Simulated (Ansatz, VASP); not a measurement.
**One calculation of LiCl, two programs**

Contents of INCAR:

```
SYSTEM = LiCl
ALGO     = Normal         ! electronic algorithm
EDIFF    = 1E-6           ! SCF threshold, eV
ENCUT    = 520            ! plane-wave cutoff, eV
GGA      = PS             ! functional
ISIF     = 2              ! what is computed and relaxed
ISMEAR   = 0              ! smearing method
LASPH    = .TRUE.         ! aspherical terms in the spheres
LCHARG   = .FALSE.        ! write CHGCAR
LREAL    = .FALSE.        ! projectors in reciprocal space
LWAVE    = .FALSE.        ! write WAVECAR
NBANDS   = 18             ! bands
NELM     = 60             ! most SCF steps
PREC     = Accurate       ! precision mode
SIGMA    = 0.05           ! smearing width, eV
```

KPOINTS

```
k-points
0
G
  9 9 4
  0 0 0
```

File POSCAR:

```
LiCl
1.0
    3.6108916317      0.0000000000      0.0000000000
   -1.8054458159      3.1271238833      0.0000000000
    0.0000000000      0.0000000000      6.8657338800
Li Cl
2 2
Direct
    0.6666666667      0.3333333333      0.8760170000
    0.3333333333      0.6666666667      0.3760170000
    0.6666666667      0.3333333333      0.4989840000
    0.3333333333      0.6666666667      0.9989840000
```

Input for Ansatz:

```yaml
crystal:
  lattice:
    - [3.6108916317, 0.0, 0.0]
    - [-1.8054458159, 3.1271238833, 0.0]
    - [0.0, 0.0, 6.86573388]
  atoms:
    - { symbol: Li, position: [0.6666666667, 0.3333333333, 0.876017] }
    - { symbol: Li, position: [0.3333333333, 0.6666666667, 0.376017] }
    - { symbol: Cl, position: [0.6666666667, 0.3333333333, 0.498984] }
    - { symbol: Cl, position: [0.3333333333, 0.6666666667, 0.998984] }
basis:
  ecutwfc: 420
kpoints:
  mp_grid: { grid: [9, 9, 4] }
hamiltonian:
  xc: pbesol
scf:
  occupations: { method: gaussian, width: 0.05 }
output:
  forces: true
  stress: true
  eigenvalues: true
  write_density: true
  write_potential: true
  elf: true
  volumetric_format: npy
```

Change from the starting cell: strain -0.080 along x and y, +0.080 along z, atoms carried along.

Alike in both runs: task single point; functional PBEsol; k mesh 9 × 9 × 4; occupations gaussian, width 0.05 eV; no spin polarisation.

|  | VASP | Ansatz |
| --- | --- | --- |
| version | VASP 6.6.1 | Ansatz 0.2.0 |
| potentials or method | VASP PAW PBE potentials, release 64 (Li_sv, Cl), cutoff 520 eV | scalar-relativistic, plane waves, PAW |
| valence electrons in the cell | 20 | 20 |

Ansatz gave:

```
gap on the k mesh at the Fermi level (eV) : 5.61
least direct gap on the mesh (eV)         : 5.61
rms of the force components (eV/Å)        : 0.194
```

Task: What did VASP give for the same quantities?

Result: gap on the k mesh at the Fermi level (eV): 5.62; least direct gap on the mesh (eV): 5.62; rms of the force components (eV/Å): 0.201.

VASP's potentials were made for PBE, not for PBEsol. Atom by atom the forces differ by 0.007 eV/Å (rms over components).

Noted on VASP's run: the cutoff is short for stress, so the pressure is rough.
